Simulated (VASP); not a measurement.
# SrO (R-3m) in VASP: notebook

Runs on SrO. Level: LDA. Tasks: electric field gradients.

Everything below comes from runs of VASP 6.6.1. Logs are shortened: lines on timing, memory, paths and dates and some standing lists are left out, and cuts for length are marked.

## 1. The cell of the first run

Symmetry: R-3m, No. 166, trigonal system. The conventional cell has a = 3.652 Å, b = 3.652 Å, c = 8.813 Å, α = 90.00°, β = 90.00°, γ = 120.00°. Sr (site symmetry -3m) has 6 O at 2.57 Å within 3.4 Å. O (site symmetry -3m) has 6 Sr at 2.57 Å within 3.4 Å.

## 2. Electric field gradients, LDA (equal xy, yz and zx shear strains of -1 %)

INCAR reads:

```
ALGO     = Normal         # electronic algorithm
EDIFF    = 1E-8           # SCF threshold, eV
ENCUT    = 520            # plane-wave cutoff, eV
ISIF     = 2              # what is computed and relaxed
ISMEAR   = -1             # smearing method
LASPH    = T              # aspherical terms in the spheres
LCHARG   = F              # write CHGCAR
LEFG     = T            
LREAL    = F              # projectors in reciprocal space
LWAVE    = F              # write WAVECAR
NBANDS   = 15             # bands
NELM     = 100            # most SCF steps
PREC     = Accurate       # precision mode
SIGMA    = 0.02           # smearing width, eV
```

KPOINTS reads:

```
k-points
0
Gamma
  8 8 8
```

POSCAR reads:

```
SrO
1.0
   -0.0256980000      2.5569510000      2.5569510000
    2.5569510000     -0.0256980000      2.5569510000
    2.5569510000      2.5569510000     -0.0256980000
Sr O
1 1
Direct
    0.0000000000      0.0000000000      0.0000000000
    0.5000000000      0.5000000000      0.5000000000
```

Potentials or basis: VASP PAW LDA potentials, release 64 (Sr_sv, O).

The run is started by

```sh
> cat potpaw_LDA.64/Sr_sv/POTCAR potpaw_LDA.64/O/POTCAR > POTCAR
> mpirun -np 1 vasp_std > vasp.out
```

OUTCAR:

```text
EDIFF = 1E-8
   ENCUT = 520
   ISIF = 2
   ISMEAR = -1
   LASPH = T
   LREAL = F
   NELM = 100
   PREC = Accurate

 ion  position               nearest neighbor table
   1  0.000  0.000  0.000-   2 2.57   2 2.57   2 2.57   2 2.57   2 2.57   2 2.57
   2  0.500  0.500  0.500-   1 2.57   1 2.57   1 2.57   1 2.57   1 2.57   1 2.57

  LATTYP: Found a trigonal (rhomboedric) cell.
 ALAT       =     3.6161660941
 COS(alpha) =     0.4899250057

  Lattice vectors:

 A1 = (  -0.0256980000,   2.5569510000,   2.5569510000)
 A2 = (   2.5569510000,  -0.0256980000,   2.5569510000)
 A3 = (   2.5569510000,   2.5569510000,  -0.0256980000)

Analysis of symmetry for initial positions (statically):
=====================================================================
 Subroutine PRICEL returns:
 Original cell was already a primitive cell.

 Routine SETGRP: Setting up the symmetry group for a
 trigonal (rhombohedral) supercell.

 Subroutine GETGRP returns: Found 12 space group operations
 (whereof 12 operations were pure point group operations)
 out of a pool of 12 trial point group operations.

The static configuration has the point symmetry D_3d.

Analysis of symmetry for dynamics (positions and initial velocities):
=====================================================================
 Subroutine PRICEL returns:
 Original cell was already a primitive cell.

 Routine SETGRP: Setting up the symmetry group for a
 trigonal (rhombohedral) supercell.

 Subroutine GETGRP returns: Found 12 space group operations
 (whereof 12 operations were pure point group operations)
 out of a pool of 12 trial point group operations.

The dynamic configuration has the point symmetry D_3d.

 Subroutine INISYM returns: Found 12 space group operations
 (whereof 12 operations are pure point group operations),
 and found     1 'primitive' translations

----------------------------------------------------------------------------------------

                                     Primitive cell

  volume of cell :      33.9387

  direct lattice vectors                    reciprocal lattice vectors
    -0.025698000  2.556951000  2.556951000    -0.192621896  0.194577448  0.194577448
     2.556951000 -0.025698000  2.556951000     0.194577448 -0.192621896  0.194577448
     2.556951000  2.556951000 -0.025698000     0.194577448  0.194577448 -0.192621896

  length of vectors
     3.616166094  3.616166094  3.616166094     0.335892783  0.335892783  0.335892783

[... 127 lines left out ...]
 E-fermi :   1.7408     XC(G=0): -10.5345

 val. band max:        1.3725042717   @ k =   0.0000   0.0000   0.0000
 cond. band min:       4.4484049154   @ k =   0.5000   0.5000   0.0000
 fundamental gap:      3.0759006437
 Fermi energy:         1.7407889007

 k-point     1 :       0.0000    0.0000    0.0000
  band No.  band energies     occupation
      1     -30.7305      2.00000
      2     -13.4112      2.00000
      3     -12.4584      2.00000
      4     -12.4584      2.00000
      5     -12.4482      2.00000
      6       1.3407      2.00000
      7       1.3407      2.00000
      8       1.3725      2.00000
      9       5.1595      0.00000
     10       7.3912      0.00000
     11       7.3912      0.00000
     12       7.5904      0.00000
     13       9.6875      0.00000
     14       9.6875      0.00000
[... 401 lines left out ...]
      2     -14.5986      2.00000
      3     -12.6645      2.00000
      4     -12.4875      2.00000
      5     -11.4790      2.00000
      6      -0.2898      2.00000
      7       0.3849      2.00000
      8       0.9048      2.00000
      9       7.0945      0.00000
     10       7.9148      0.00000
     11       8.7425      0.00000
     12       9.7674      0.00000
     13      11.6246      0.00000
     14      11.9631      0.00000
     15      17.4229      0.00000

 [... further k-points ...]
[... 5 lines left out ...]
  --------------------------------------------------------------------------------------
  -------------------------------------------------------------------------------------
  Total       -0.7387871     -0.7387871     -0.7387871      0.1164892      0.1164892      0.1164892
  in kB      -34.8766365    -34.8766365    -34.8766365      5.4992176      5.4992176      5.4992176
  external PRESSURE =     -34.8766365 kB  Pullay stress =       0.0000000 kB

 VOLUME and BASIS-vectors are now :
 -----------------------------------------------------------------------------
  energy-cutoff  :      520.00
  volume of cell :       33.94
      direct lattice vectors                 reciprocal lattice vectors
    -0.025698000  2.556951000  2.556951000    -0.192621896  0.194577448  0.194577448
     2.556951000 -0.025698000  2.556951000     0.194577448 -0.192621896  0.194577448
     2.556951000  2.556951000 -0.025698000     0.194577448  0.194577448 -0.192621896

 POSITION                                       TOTAL-FORCE (eV/Angst)
 -----------------------------------------------------------------------------------
      0.00000      0.00000      0.00000        -0.000000     -0.000000     -0.000000
      2.54410      2.54410      2.54410         0.000000      0.000000      0.000000
 -----------------------------------------------------------------------------------
    total drift:                                0.000000      0.000000      0.000000

  FREE ENERGIE OF THE ION-ELECTRON SYSTEM (eV)
  ---------------------------------------------------
  free  energy   TOTEN  =       -13.3731009970 eV

  energy  without entropy=      -13.3731009970  energy(sigma->0) =      -13.37310100

 Electric field gradients (V/A^2)
---------------------------------------------------------------------
 ion       V_xx      V_yy      V_zz      V_xy      V_xz      V_yz
---------------------------------------------------------------------
   1       0.000    -0.000     0.000     3.731     3.731     3.731
   2      -0.000     0.000     0.000    -0.472    -0.472    -0.472
---------------------------------------------------------------------

 Electric field gradients after diagonalization (V/A^2)
 (convention: |V_zz| > |V_xx| > |V_yy|)
----------------------------------------------------------------------
 ion       V_xx      V_yy      V_zz     asymmetry (V_yy - V_xx)/ V_zz
----------------------------------------------------------------------
   1      -3.731    -3.731     7.462       0.000
   2       0.472     0.472    -0.944       0.000
----------------------------------------------------------------------

           NMR quadrupolar parameters

 Cq : quadrupolar parameter    Cq=e*Q*V_zz/h
 eta: asymmetry parameters     (V_yy - V_xx)/ V_zz
 Q  : nuclear electric quadrupole moment in mb (millibarn)
----------------------------------------------------------------------
 ion       Cq(MHz)       eta       Q (mb)
----------------------------------------------------------------------
   1       0.018       0.000       1.000
   2      -0.002       0.000       1.000
----------------------------------------------------------------------
```

OSZICAR:

```text
N       E                     dE             d eps       ncg     rms          rms(c)
DAV:   1     0.684880347816E+02    0.68488E+02   -0.85764E+03  1958   0.105E+03
DAV:   2    -0.123577823897E+02   -0.80846E+02   -0.74332E+02  2709   0.226E+02
DAV:   3    -0.154953971220E+02   -0.31376E+01   -0.31179E+01  2625   0.399E+01
DAV:   4    -0.155540233919E+02   -0.58626E-01   -0.58616E-01  2348   0.534E+00
DAV:   5    -0.155559204197E+02   -0.18970E-02   -0.18970E-02  2554   0.770E-01    0.172E+01
DAV:   6    -0.136075412882E+02    0.19484E+01   -0.63894E+00  1985   0.193E+01    0.209E+01
DAV:   7    -0.134222082611E+02    0.18533E+00   -0.34774E-01  2293   0.514E+00    0.115E+01
DAV:   8    -0.133721642218E+02    0.50044E-01   -0.13327E-01  2650   0.333E+00    0.128E+00
DAV:   9    -0.133732132825E+02   -0.10491E-02   -0.65353E-03  2898   0.473E-01    0.321E-01
DAV:  10    -0.133730893865E+02    0.12390E-03   -0.15911E-04  2265   0.134E-01    0.182E-01
DAV:  11    -0.133730989581E+02   -0.95716E-05   -0.82795E-05  2307   0.916E-02    0.205E-02
DAV:  12    -0.133731009697E+02   -0.20116E-05   -0.65143E-06  2399   0.188E-02    0.332E-03
DAV:  13    -0.133731009982E+02   -0.28440E-07   -0.31296E-07  2370   0.486E-03    0.194E-03
DAV:  14    -0.133731009970E+02    0.11923E-08   -0.40383E-08  2474   0.168E-03
   1 F= -.13373101E+02 E0= -.13373101E+02  d E =-.256735E-10
```

stdout:

```text
POSCAR found type information on POSCAR SrO
 POSCAR found :  2 types and       2 ions
 scaLAPACK will be used
 LDA part: xc-table for (Slater(with rela. corr.)+CA(PZ))
 , standard interpolation
 POSCAR, INCAR and KPOINTS ok, starting setup
 FFT: planning ... GRIDC
 FFT: planning ... GRID_SOFT
 FFT: planning ... GRID
 WAVECAR not read
 entering main loop
ion   1

ion   2
```

Wall time 33 s (1 thread of AMD EPYC 7R43 (Zen 3), shared host); peak memory 0.13 GiB.

What came out:

```yaml
Free_energy: -13.3731 eV
Pressure: -3.5 GPa
Band_gap_on_the_k_mesh: 3.08 eV, indirect (least direct gap 3.17 eV)
```

Stress tensor (GPa, compression positive):
```
-3.49  0.55  0.55
 0.55 -3.49  0.55
 0.55  0.55 -3.49
```

Electric field gradients, principal values (V/Å²):
| atom | least | middle | greatest (by size) |
| --- | --- | --- | --- |
| 1 Sr | -3.731 | -3.731 | 7.462 |
| 2 O | 0.472 | 0.472 | -0.944 |

Caveat: the cell differs from its parent crystal (equal xy, yz and zx shear strains of -1 %); without QUAD_EFG the Cq values of the log hold for a quadrupole moment of 1 mb, not for the nuclei.

## 3. Electric field gradients, LDA (equal xy, yz and zx shear strains of +2 %)

INCAR reads:

```
SYSTEM = SrO
ALGO = Normal
EDIFF = 1E-8
ENCUT = 520
GGA = CA
ISIF = 2
ISMEAR = -1
LASPH = .TRUE.
LCHARG = .FALSE.
LEFG = .TRUE.
LREAL = .FALSE.
LWAVE = .FALSE.
NBANDS = 15
NELM = 60
PREC = Accurate
SIGMA = 0.02
```

KPOINTS reads:

```
k-points
0
G
  8 8 8
  0 0 0
```

POSCAR reads:

```
SrO
1.0
    0.0513960000      2.5954980000      2.5954980000
    2.5954980000      0.0513960000      2.5954980000
    2.5954980000      2.5954980000      0.0513960000
Sr O
1 1
Direct
    0.0000000000      0.0000000000      0.0000000000
    0.5000000000      0.5000000000      0.5000000000
```

Potentials or basis: VASP PAW LDA potentials, release 64 (Sr_sv, O).

The run is started by

```sh
> cat potpaw_LDA.64/Sr_sv/POTCAR potpaw_LDA.64/O/POTCAR > POTCAR
> mpirun -np 1 vasp_std > vasp.out
```

OUTCAR:

```text
SYSTEM = SrO
   EDIFF = 1E-8
   ENCUT = 520
   GGA = CA
   ISIF = 2
   ISMEAR = -1
   LASPH = .TRUE.
   LREAL = .FALSE.
   NELM = 60
   PREC = Accurate

 ion  position               nearest neighbor table
   1  0.000  0.000  0.000-   2 2.57   2 2.57   2 2.57   2 2.57   2 2.57   2 2.57
   2  0.500  0.500  0.500-   1 2.57   1 2.57   1 2.57   1 2.57   1 2.57   1 2.57

  LATTYP: Found a trigonal (rhomboedric) cell.
 ALAT       =     3.6709482814
 COS(alpha) =     0.5197000882

  Lattice vectors:

 A1 = (   0.0513960000,   2.5954980000,   2.5954980000)
[... 645 lines left out ...]
  free  energy   TOTEN  =       -13.3676762951 eV

  energy  without entropy=      -13.3676762951  energy(sigma->0) =      -13.36767630

 Electric field gradients (V/A^2)
---------------------------------------------------------------------
 ion       V_xx      V_yy      V_zz      V_xy      V_xz      V_yz
---------------------------------------------------------------------
   1      -0.000     0.000    -0.000    -7.629    -7.629    -7.629
   2      -0.000    -0.000    -0.000     1.074     1.074     1.074
---------------------------------------------------------------------

 Electric field gradients after diagonalization (V/A^2)
 (convention: |V_zz| > |V_xx| > |V_yy|)
----------------------------------------------------------------------
 ion       V_xx      V_yy      V_zz     asymmetry (V_yy - V_xx)/ V_zz
----------------------------------------------------------------------
   1       7.629     7.629   -15.258       0.000
   2      -1.074    -1.074     2.148       0.000
----------------------------------------------------------------------

           NMR quadrupolar parameters

 Cq : quadrupolar parameter    Cq=e*Q*V_zz/h
 eta: asymmetry parameters     (V_yy - V_xx)/ V_zz
 Q  : nuclear electric quadrupole moment in mb (millibarn)
----------------------------------------------------------------------
 ion       Cq(MHz)       eta       Q (mb)
----------------------------------------------------------------------
   1      -0.037       0.000       1.000
   2       0.005       0.000       1.000
----------------------------------------------------------------------
```

OSZICAR:

```text
N       E                     dE             d eps       ncg     rms          rms(c)
DAV:   1     0.694314539503E+02    0.69431E+02   -0.83761E+03  1950   0.104E+03
DAV:   2    -0.122906410691E+02   -0.81722E+02   -0.74861E+02  2726   0.223E+02
DAV:   3    -0.154886620360E+02   -0.31980E+01   -0.31817E+01  2526   0.403E+01
DAV:   4    -0.155489909365E+02   -0.60329E-01   -0.60322E-01  2447   0.558E+00
DAV:   5    -0.155506751671E+02   -0.16842E-02   -0.16842E-02  2459   0.774E-01    0.172E+01
DAV:   6    -0.136021893702E+02    0.19485E+01   -0.63898E+00  1992   0.193E+01    0.209E+01
DAV:   7    -0.134170570388E+02    0.18513E+00   -0.34578E-01  2321   0.512E+00    0.115E+01
DAV:   8    -0.133667394880E+02    0.50318E-01   -0.13415E-01  2664   0.334E+00    0.129E+00
DAV:   9    -0.133677898819E+02   -0.10504E-02   -0.65050E-03  2934   0.472E-01    0.321E-01
DAV:  10    -0.133676637939E+02    0.12609E-03   -0.16339E-04  2272   0.136E-01    0.182E-01
DAV:  11    -0.133676742862E+02   -0.10492E-04   -0.80519E-05  2321   0.900E-02    0.205E-02
DAV:  12    -0.133676762714E+02   -0.19853E-05   -0.62271E-06  2420   0.186E-02    0.339E-03
DAV:  13    -0.133676762948E+02   -0.23314E-07   -0.31911E-07  2335   0.485E-03    0.196E-03
DAV:  14    -0.133676762951E+02   -0.39427E-09   -0.39165E-08  2471   0.165E-03
   1 F= -.13367676E+02 E0= -.13367676E+02  d E =-.369640E-10
```

stdout:

```text
POSCAR found type information on POSCAR SrO
 POSCAR found :  2 types and       2 ions
 scaLAPACK will be used
 LDA part: xc-table for (Slater(with rela. corr.)+CA(PZ))
 , standard interpolation
 POSCAR, INCAR and KPOINTS ok, starting setup
 FFT: planning ... GRIDC
 FFT: planning ... GRID_SOFT
 FFT: planning ... GRID
 WAVECAR not read
 entering main loop
ion   1

ion   2
```

Run time: 33 s. Hardware: 1 thread of AMD EPYC 7R43 (Zen 3), shared host; peak memory 0.13 GiB.

What came out:

* Free energy: -13.3677 eV
* Pressure: -3.5 GPa
* Band gap on the k mesh: 3.07 eV, indirect (least direct gap 3.15 eV)

Stress tensor (GPa, compression positive):
```
-3.50 -1.19 -1.19
-1.19 -3.50 -1.19
-1.19 -1.19 -3.50
```

Levels at points of the mesh, in eV from the valence-band top:
| k point | band 6 | band 7 | band 8 | band 9 | band 10 | band 11 |
| --- | --- | --- | --- | --- | --- | --- |
| (0.00, 0.00, 0.00) | -0.07 | 0.00 | 0.00 | 3.78 | 5.85 | 6.20 |
| (0.50, 0.00, 0.00) | -2.27 | -1.29 | -1.15 | 6.43 | 8.27 | 8.66 |
| (0.50, 0.50, 0.00) | -0.45 | -0.13 | -0.08 | 3.07 | 7.73 | 10.15 |
| (0.50, 0.50, 0.50) | -2.27 | -1.10 | -1.10 | 6.34 | 8.22 | 8.65 |

Electric field gradients, principal values (V/Å²):
```tsv
atom	least	middle	greatest (by size)
1 Sr	7.629	7.629	-15.258
2 O	-1.074	-1.074	2.148
```

Caveat: the cell differs from its parent crystal (equal xy, yz and zx shear strains of +2 %); without QUAD_EFG the Cq values of the log hold for a quadrupole moment of 1 mb, not for the nuclei. A k mesh can miss the band edges.
